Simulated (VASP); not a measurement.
# Al (P4_3) in VASP: a series of runs

Runs on Al. Level: PBE. Tasks: single point, relaxation of cell and atoms.

All numbers are computed with VASP 6.6.1; they aren't measurements. Logs are shortened: lines on timing, memory, paths and dates and some standing lists are left out, and cuts for length are marked.

## Step 1: The cell of the first run

It takes space group P4_3 (No. 78, tetragonal). The conventional cell has a = 4.032 Å, b = 4.032 Å, c = 8.831 Å, α = 90.00°, β = 90.00°, γ = 90.00°. Within 3.6 Å of Al (site symmetry 1) lie 13 Al at 2.49 to 3.55 Å. Within 3.0 Å of Al (site symmetry 1) lie 5 Al at 2.30 to 2.51 Å.

The cell was built from a structure type or drawn by symmetry, and may not be a known phase.

## Step 2: Single point, PBE

Input file INCAR:

```
SYSTEM = Al
  ALGO = Fast
  EDIFF = 1E-6
  ENCUT = 520
  GGA = PE
  ISIF = 2
  ISMEAR = 0
  LASPH = .TRUE.
  LCHARG = .FALSE.
  LREAL = .FALSE.
  LWAVE = .FALSE.
  NBANDS = 22
  NELM = 60
  PREC = Accurate
  SIGMA = 0.1
```

Input file KPOINTS:

```
k-points
0
G
  4 4 2
  0 0 0
```

Input file POSCAR:

```
Al
1.0
    4.0315349100      0.0000000000      0.0000000000
    0.0000000000      4.0315349100      0.0000000000
    0.0000000000      0.0000000000      8.8307886200
Al
8
Direct
    0.0835224600      0.7550276700      0.1914423300
    0.9164775400      0.2449723300      0.6914423300
    0.2449723300      0.0835224600      0.9414423300
    0.7550276700      0.9164775400      0.4414423300
    0.5792597100      0.5830053900      0.8742315100
    0.4207402900      0.4169946100      0.3742315100
    0.4169946100      0.5792597100      0.6242315100
    0.5830053900      0.4207402900      0.1242315100
```

Potentials or basis: VASP PAW PBE potentials, release 64 (Al).

Command:

```console
$ cat potpaw_PBE.64/Al/POTCAR > POTCAR
$ mpirun -np 1 vasp_std > vasp.out
```

OUTCAR:

```text
SYSTEM = Al
   EDIFF = 1E-6
   ENCUT = 520
   GGA = PE
   ISIF = 2
   ISMEAR = 0
   LASPH = .TRUE.
   LREAL = .FALSE.
   NELM = 60
   PREC = Accurate

 ion  position               nearest neighbor table
   1  0.084  0.755  0.191-   8 2.49   8 2.50   6 2.51   4 2.66   3 2.66
   2  0.916  0.245  0.691-   7 2.49   7 2.50   5 2.51   3 2.66   4 2.66
   3  0.245  0.084  0.941-   5 2.49   5 2.50   8 2.51   2 2.66   1 2.66
   4  0.755  0.916  0.441-   6 2.49   6 2.50   7 2.51   1 2.66   2 2.66
   5  0.579  0.583  0.874-   7 2.30   8 2.30   3 2.49   3 2.50   2 2.51
   6  0.421  0.417  0.374-   7 2.30   8 2.30   4 2.49   4 2.50   1 2.51
   7  0.417  0.579  0.624-   5 2.30   6 2.30   2 2.49   2 2.50   4 2.51
   8  0.583  0.421  0.124-   5 2.30   6 2.30   1 2.49   1 2.50   3 2.51

  LATTYP: Found a simple tetragonal cell.
 ALAT       =     4.0315349100
 C/A-ratio  =     2.1904284143

  Lattice vectors:

 A1 = (   4.0315349100,   0.0000000000,   0.0000000000)
 A2 = (   0.0000000000,   4.0315349100,   0.0000000000)
 A3 = (   0.0000000000,   0.0000000000,   8.8307886200)

Analysis of symmetry for initial positions (statically):
=====================================================================
 Subroutine PRICEL returns:
 Original cell was already a primitive cell.

 Routine SETGRP: Setting up the symmetry group for a
 simple tetragonal supercell.

 Subroutine GETGRP returns: Found  4 space group operations
 (whereof  1 operations were pure point group operations)
 out of a pool of 16 trial point group operations.

The static configuration has the point symmetry C_1 .
 The point group associated with its full space group is C_1 .

Analysis of symmetry for dynamics (positions and initial velocities):
=====================================================================
 Subroutine PRICEL returns:
 Original cell was already a primitive cell.

 Routine SETGRP: Setting up the symmetry group for a
 simple tetragonal supercell.

 Subroutine GETGRP returns: Found  4 space group operations
 (whereof  1 operations were pure point group operations)
 out of a pool of 16 trial point group operations.

The dynamic configuration has the point symmetry C_1 .
 The point group associated with its full space group is C_1 .

 Subroutine INISYM returns: Found  4 space group operations
 (whereof  1 operations are pure point group operations),
 and found     1 'primitive' translations

----------------------------------------------------------------------------------------

                                     Primitive cell

  volume of cell :     143.5292

  direct lattice vectors                    reciprocal lattice vectors
     4.031534910  0.000000000  0.000000000     0.248044485  0.000000000  0.000000000
     0.000000000  4.031534910  0.000000000     0.000000000  0.248044485  0.000000000
     0.000000000  0.000000000  8.830788620     0.000000000  0.000000000  0.113240169

  length of vectors
     4.031534910  4.031534910  8.830788620     0.248044485  0.248044485  0.113240169

  position of ions in fractional coordinates (direct lattice)
     0.083522460  0.755027670  0.191442330
     0.916477540  0.244972330  0.691442330
     0.244972330  0.083522460  0.941442330
     0.755027670  0.916477540  0.441442330
     0.579259710  0.583005390  0.874231510
     0.420740290  0.416994610  0.374231510
     0.416994610  0.579259710  0.624231510
     0.583005390  0.420740290  0.124231510

  ion indices of the primitive-cell ions
   primitive index   ion index
                 1           1
                 2           2
                 3           3
                 4           4
                 5           5
                 6           6
                 7           7
                 8           8

----------------------------------------------------------------------------------------

 KPOINTS: k-points

Automatic generation of k-mesh.
 Grid dimensions read from file:
 generate k-points for:    4    4    2

 Generating k-lattice:

  Cartesian coordinates                     Fractional coordinates (reciprocal lattice)
     0.062011121  0.000000000  0.000000000     0.250000000  0.000000000  0.000000000
     0.000000000  0.062011121  0.000000000     0.000000000  0.250000000  0.000000000
     0.000000000  0.000000000  0.056620085     0.000000000  0.000000000  0.500000000

  Length of vectors
     0.062011121  0.062011121  0.056620085

  Shift w.r.t. Gamma in fractional coordinates (k-lattice)
     0.000000000  0.000000000  0.000000000

 Subroutine IBZKPT returns following result:
 ===========================================

 Found     12 irreducible k-points:

 Following reciprocal coordinates:
            Coordinates               Weight
  0.000000  0.000000  0.000000      1.000000
  0.250000  0.000000  0.000000      4.000000
  0.500000  0.000000  0.000000      2.000000
  0.250000  0.250000  0.000000      4.000000
  0.500000  0.250000  0.000000      4.000000
  0.500000  0.500000  0.000000      1.000000
  0.000000  0.000000  0.500000      1.000000
  0.250000  0.000000  0.500000      4.000000
  0.500000  0.000000  0.500000      2.000000
  0.250000  0.250000  0.500000      4.000000
  0.500000  0.250000  0.500000      4.000000
  0.500000  0.500000  0.500000      1.000000
   k-points           NKPTS =     12   k-points in BZ     NKDIM =     12   number of bands    NBANDS=     22
   number of dos      NEDOS =    301   number of ions     NIONS =      8
   total plane-waves  NPLWV =  63000
   dimension x,y,z NGX =    30 NGY =   30 NGZ =   70
   dimension x,y,z NGXF=    60 NGYF=   60 NGZF=  140
   ions per type =               8
   NGX,Y,Z   is equivalent  to a cutoff of  12.37, 12.37, 13.18 a.u.
   NGXF,Y,Z  is equivalent  to a cutoff of  24.74, 24.74, 26.36 a.u.
 SYSTEM =  Al
   PREC   = accura    normal or accurate (medium, high low for compatibility)
   ISTART =      0    job   : 0-new  1-cont  2-samecut
   ICHARG =      2    charge: 1-file 2-atom 10-const
   ISPIN  =      1    spin polarized calculation?
   LNONCOLLINEAR =      F non collinear calculations
   LSORBIT =      F    spin-orbit coupling
   LASPH  =      T    aspherical Exc in radial PAW
   ENCUT  =  520.0 eV  38.22 Ry    6.18 a.u.   7.50  7.50 16.42*2*pi/ulx,y,z
   NELM   =     60;   NELMIN=  2; NELMDL= -5     # of ELM steps
   EDIFF  = 0.1E-05   stopping-criterion for ELM
   LREAL  =      F    real-space projection
   EDIFFG = 0.1E-04   stopping-criterion for IOM
   NSW    =      0    number of steps for IOM
   IBRION =     -1    ionic relax: 0-MD 1-quasi-New 2-CG
   NFREE  =      0    steps in history (QN), initial steepest desc. (CG)
   ISIF   =      2    stress and relaxation
   ISYM   =      2    0-nonsym 1-usesym 2-fastsym
   POTIM  = 0.5000    time-step for ionic-motion
   TEBEG  =    0.0;   TEEND  =   0.0 temperature during run
   PSTRESS=    0.0 pullay stress
   NELECT =      24.0000    total number of electrons
   NUPDOWN=      -1.0000    fix difference up-down
   EMIN   =  10.00;   EMAX   =-10.00  energy-range for DOS
   EFERMI =   0.00;   METHOD = LEGACY
   ISMEAR =     0;   SIGMA  =   0.10  broadening in eV -4-tet -1-fermi 0-gaus
   EFERMI_NEDOS =   21; number of points for ismear=-14 and -15
   IALGO  =     68    algorithm
   IMIX   =      4    mixing-type and parameters
     AMIX     =   0.40;   BMIX     =  1.00
     AMIX_MAG =   1.60;   BMIX_MAG =  1.00
  volume/ion in A,a.u.               =      17.94       121.07
  Fermi-wavevector in a.u.,A,eV,Ry     =   0.901914  1.704370 11.067644  0.813449
  Thomas-Fermi vector in A             =   2.025053
   LORBIT       =      0    0 simple, 1 ext, 2 COOP (PROOUT), +10 PAW based schemes
   GGA     = PE    functional components
   LHFCALC =     F    Hartree Fock is set to
   AEXX    =    0.0000 exact exchange contribution
   IVDW    =     0    specifies the selected vdW correction
   LEPSILON=     F    determine dielectric tensor
   LRPA    =     F    only Hartree local field effects (RPA)
 non-spin polarized calculation
 RMM-DIIS sequential band-by-band and
 Gauss-broadening in eV      SIGMA  =   0.10
  energy-cutoff  :      520.00
  volume of cell :      143.53
 maximum number of plane-waves:      3896
 NGX is ok and might be reduce to    30
   NGX = 15   NGY = 15   NGZ = 33

 number of electron      24.0000000 magnetization

 Free energy of the ion-electron system (eV)
  ---------------------------------------------------
  ext. energy  EPLUGINS =         0.00000000
  ---------------------------------------------------
  free energy    TOTEN  =       -24.72152259 eV

  energy without entropy =      -24.71314033  energy(sigma->0) =      -24.71733146

 E-fermi :   6.7360     XC(G=0):  -9.7556

 val. band max:        6.6903713316   @ k =   0.0000   0.0000   0.0000
 cond. band min:       6.7601697164   @ k =   0.5000   0.0000   0.0000
 fundamental gap:      0.0697983847
 Fermi energy:         6.7359805383

 k-point     1 :       0.0000    0.0000    0.0000
  band No.  band energies     occupation
      1      -3.7402      2.00000
      2      -1.8835      2.00000
      3      -1.8835      2.00000
      4       3.0175      2.00000
      5       3.8198      2.00000
      6       4.6345      2.00000
[... 14 lines left out ...]
     21      12.2071      0.00000
     22      12.2151      0.00000

 k-point     2 :       0.2500    0.0000    0.0000
  band No.  band energies     occupation
      1      -3.2180      2.00000
      2      -1.4049      2.00000
      3      -1.3534      2.00000
      4       1.3980      2.00000
      5       2.9764      2.00000
      6       3.1591      2.00000
[... 14 lines left out ...]
     21      11.3480      0.00000
     22      11.5563      0.00000
[... 223 lines left out ...]
     21      11.9120      0.00000
     22      11.9120      0.00000

 k-point    12 :       0.5000    0.5000    0.5000
  band No.  band energies     occupation
      1      -0.2709      2.00000
      2      -0.2709      2.00000
      3       1.1256      2.00000
      4       1.1256      2.00000
      5       1.5503      2.00000
      6       1.5503      2.00000
[... 14 lines left out ...]
     21      12.4120      0.00000
     22      12.4120      0.00000

------------------------ aborting loop because EDIFF is reached ----------------------------------------

  FORCE on cell =-STRESS in cart. coord.  units (eV):
  Direction    XX          YY          ZZ          XY          YZ          ZX
  --------------------------------------------------------------------------------------
  -------------------------------------------------------------------------------------
  Total       11.0370600     11.0370600     21.7645371     -0.0000000      0.0000000      0.0000000
  in kB      123.2036707    123.2036707    242.9515527     -0.0000003      0.0000000      0.0000000
  external PRESSURE =     163.1196314 kB  Pullay stress =       0.0000000 kB

 VOLUME and BASIS-vectors are now :
 -----------------------------------------------------------------------------
  energy-cutoff  :      520.00
  volume of cell :      143.53
      direct lattice vectors                 reciprocal lattice vectors
     4.031534910  0.000000000  0.000000000     0.248044485  0.000000000  0.000000000
     0.000000000  4.031534910  0.000000000     0.000000000  0.248044485  0.000000000
     0.000000000  0.000000000  8.830788620     0.000000000  0.000000000  0.113240169

 POSITION                                       TOTAL-FORCE (eV/Angst)
 -----------------------------------------------------------------------------------
      0.33672      3.04392      1.69059        -0.592697      1.483996     -0.167281
      3.69481      0.98761      6.10598         0.592697     -1.483996     -0.167281
      0.98761      0.33672      8.31368        -1.483996     -0.592697     -0.167281
      3.04392      3.69481      3.89828         1.483996      0.592697     -0.167281
      2.33531      2.35041      7.72015         1.415136      1.222367      0.167281
      1.69623      1.68113      3.30476        -1.415136     -1.222367      0.167281
      1.68113      2.33531      5.51246        -1.222367      1.415136      0.167281
      2.35041      1.69623      1.09706         1.222367     -1.415136      0.167281
 -----------------------------------------------------------------------------------
    total drift:                                0.000000     -0.000000     -0.000067

  FREE ENERGIE OF THE ION-ELECTRON SYSTEM (eV)
  ---------------------------------------------------
  free  energy   TOTEN  =       -24.7215225883 eV

  energy  without entropy=      -24.7131403303  energy(sigma->0) =      -24.71733146
```

It took 69 s on 1 thread of Intel Xeon 8259CL, shared host; peak memory 0.23 GiB.

Results:

* Free energy: -24.7215 eV
* Pressure: 16.3 GPa
* Largest force: 1.877 eV/Å
* Band gap on the k mesh: zero (bands 12 and 13 overlap by 2.18 eV)

Forces on the atoms (eV/Å):
```
Al  -0.593  1.484 -0.167
Al   0.593 -1.484 -0.167
Al  -1.484 -0.593 -0.167
Al   1.484  0.593 -0.167
Al   1.415  1.222  0.167
Al  -1.415 -1.222  0.167
Al  -1.222  1.415  0.167
Al   1.222 -1.415  0.167
```

Levels at points of the mesh, in eV from the Fermi level:
```csv
k point,band 8,band 9,band 10,band 11,band 12,band 13,band 14,band 15,band 16,band 17
"(0.00, 0.00, 0.00)",-1.91,-1.22,-0.42,-0.41,-0.41,-0.05,0.53,0.98,1.14,1.14
"(0.50, 0.00, 0.00)",-0.92,-0.86,-0.69,-0.06,0.02,1.06,1.09,1.80,1.97,2.07
"(0.50, 0.50, 0.00)",-3.68,-3.28,-3.13,-2.95,-2.95,-1.49,1.07,1.48,1.48,1.69
"(0.00, 0.00, 0.50)",-1.62,-1.17,-1.17,-0.51,-0.51,0.58,0.58,2.14,2.14,2.16
"(0.50, 0.00, 0.50)",-3.40,-0.37,-0.37,0.69,0.69,1.45,1.45,2.06,2.06,2.34
"(0.50, 0.50, 0.50)",-4.07,-3.49,-3.49,-1.59,-1.59,-1.27,-1.27,-0.58,-0.58,3.56
```

Caveat: the k points lie up to 0.39 Å⁻¹ apart, too coarse for converged energies and pressures of a metal; forces of over 1 eV/Å act on the atoms, so gaps and moduli don't describe the material at rest.

## Step 3: Relaxation of cell and atoms, PBE

Input file INCAR:

```
SYSTEM = Al
PREC = Accurate
ENCUT = 600
EDIFF = 1E-7
ISMEAR = 0
SIGMA = 0.1
LREAL = .False.
LASPH = .True.
NELM = 60
ALGO = Normal
ISIF = 3
LWAVE = .False.
LCHARG = .False.
GGA = PE
IBRION = 2
NSW = 90
EDIFFG = -0.04
```

Input file KPOINTS:

```
Automatic mesh
0
Gamma
  4 4 2
  0 0 0
```

POSCAR is that of step 2.

Potentials or basis: VASP PAW PBE potentials, release 64 (Al).

Command:

```console
$ cat potpaw_PBE.64/Al/POTCAR > POTCAR
$ mpirun -np 1 vasp_std > vasp.out
```

OUTCAR:

```text
SYSTEM = Al
   PREC = Accurate
   ENCUT = 600
   EDIFF = 1E-7
   ISMEAR = 0
   LREAL = .False.
   LASPH = .True.
   NELM = 60
   ISIF = 3
   GGA = PE
   IBRION = 2
   NSW = 90
   EDIFFG = -0.04

 ion  position               nearest neighbor table
   1  0.084  0.755  0.191-   8 2.49   8 2.50   6 2.51   4 2.66   3 2.66
   2  0.916  0.245  0.691-   7 2.49   7 2.50   5 2.51   3 2.66   4 2.66
   3  0.245  0.084  0.941-   5 2.49   5 2.50   8 2.51   2 2.66   1 2.66
   4  0.755  0.916  0.441-   6 2.49   6 2.50   7 2.51   1 2.66   2 2.66
   5  0.579  0.583  0.874-   7 2.30   8 2.30   3 2.49   3 2.50   2 2.51
   6  0.421  0.417  0.374-   7 2.30   8 2.30   4 2.49   4 2.50   1 2.51
   7  0.417  0.579  0.624-   5 2.30   6 2.30   2 2.49   2 2.50   4 2.51
   8  0.583  0.421  0.124-   5 2.30   6 2.30   1 2.49   1 2.50   3 2.51

  LATTYP: Found a simple tetragonal cell.
 ALAT       =     4.0315349100
 C/A-ratio  =     2.1904284143

[... 551 lines left out ...]
     17      13.2443      0.00000

[... ionic steps 4 to 57 ...]

--------------------------------------- Ionic step       58  -------------------------------------------

 number of electron      24.0000000 magnetization

------------------------ aborting loop because EDIFF is reached ----------------------------------------
[... 79 lines left out ...]
--------------------------------------- Ionic step       60  -------------------------------------------

 number of electron      24.0000000 magnetization

 Free energy of the ion-electron system (eV)
  ---------------------------------------------------
  ext. energy  EPLUGINS =         0.00000000
  ---------------------------------------------------
  free energy    TOTEN  =       -29.91248698 eV

  energy without entropy =      -29.88093877  energy(sigma->0) =      -29.89671288

 E-fermi :   7.7743     XC(G=0): -10.2039

 val. band max:        7.7709646792   @ k =   0.2500   0.0000   0.0000
 cond. band min:       7.8206166180   @ k =   0.2500   0.0000   0.5000
 fundamental gap:      0.0496519388
 Fermi energy:         7.7743069672

 k-point     1 :       0.0000    0.0000    0.0000
  band No.  band energies     occupation
      1      -3.1264      2.00000
      2      -0.9671      2.00000
      3      -0.9671      2.00000
      4       4.8019      2.00000
      5       5.2477      2.00000
      6       5.2477      2.00000
[... 264 lines left out ...]
  FREE ENERGIE OF THE ION-ELECTRON SYSTEM (eV)
  ---------------------------------------------------
  free  energy   TOTEN  =       -29.9124869803 eV

  energy  without entropy=      -29.8809387697  energy(sigma->0) =      -29.89671288

 reached required accuracy - stopping structural energy minimisation
```

Wall time 26 min (1 thread of Intel Xeon 8259CL, shared host); peak memory 0.27 GiB.

Results:

* Free energy: -29.9125 eV
* Relaxed volume: 16.46 Å³/atom
* Relaxed cell: a = 3.996 Å, b = 3.996 Å, c = 8.249 Å, α = 90.00°, β = 90.00°, γ = 90.00°
* Space group after relaxing (to 0.1 Å): Fm-3m (No. 225)
* Energy gained by relaxing: 648.8 meV/atom
* Ionic steps: 60
* Pressure after relaxing: 0.1 GPa
* Largest force after relaxing: 0.031 eV/Å
* Band gap on the k mesh: zero (bands 12 and 13 overlap by 1.91 eV)

Forces on the atoms (eV/Å):
```
Al  -0.006  0.030 -0.004
Al   0.006 -0.030 -0.004
Al  -0.030 -0.006 -0.004
Al   0.030  0.006 -0.004
Al   0.012  0.023  0.004
Al  -0.012 -0.023  0.004
Al  -0.023  0.012  0.004
Al   0.023 -0.012  0.004
```

The path:
```csv
step,energy change (eV),largest force (eV/Å),pressure (GPa),volume (Å³)
1,0.0000,1.8774,16.31,143.53
3,-1.7969,0.6000,-1.19,172.86
5,-2.3314,0.6876,-0.62,164.15
7,-2.5087,0.7067,0.80,157.93
9,-2.8813,0.4236,0.39,155.24
11,-2.9874,0.6620,0.58,153.65
13,-3.0994,0.6678,-0.19,154.08
15,-3.4394,0.2862,-3.37,158.05
17,-3.5647,0.2125,-0.69,150.58
19,-3.5852,0.2183,-0.24,149.39
21,-3.6138,0.3468,1.85,144.84
23,-3.6268,0.3106,1.34,145.80
25,-3.6620,0.3234,0.23,147.82
27,-3.7375,0.1936,-1.31,150.39
29,-3.8107,0.2818,0.85,144.73
31,-3.9472,0.2747,0.14,144.49
33,-4.5577,0.4255,-2.74,142.09
35,-4.5731,0.4490,-2.34,141.69
37,-4.6110,0.4712,-0.80,139.34
39,-4.7211,0.4352,-0.37,137.62
41,-4.9760,0.2906,2.60,130.05
43,-5.0739,0.1585,-1.10,136.18
45,-5.1210,0.1405,0.04,133.51
47,-5.1351,0.1392,-0.17,133.49
49,-5.1701,0.1107,-1.19,134.26
51,-5.1759,0.0960,-0.83,133.50
53,-5.1822,0.0639,-0.18,132.25
55,-5.1837,0.0621,0.15,131.70
57,-5.1864,0.0501,0.00,131.95
59,-5.1892,0.0416,-0.13,132.14
60,-5.1901,0.0309,0.06,131.72
```

Final structure:
```
Al
1.0
     3.99591    0.00000    0.00000
     0.00000    3.99591    0.00000
     0.00000    0.00000    8.24930
Al
8
Cartesian
  0.9954 2.9894 1.3030
  3.0005 1.0065 5.4276
  1.0065 0.9954 7.4899
  2.9894 3.0005 3.3653
  2.9993 2.9911 7.4881
  0.9966 1.0048 3.3634
  1.0048 2.9993 5.4258
  2.9911 0.9966 1.3011
```

Caveat: the k points lie up to 0.39 Å⁻¹ apart in the final cell, too coarse for converged energies and pressures of a metal.
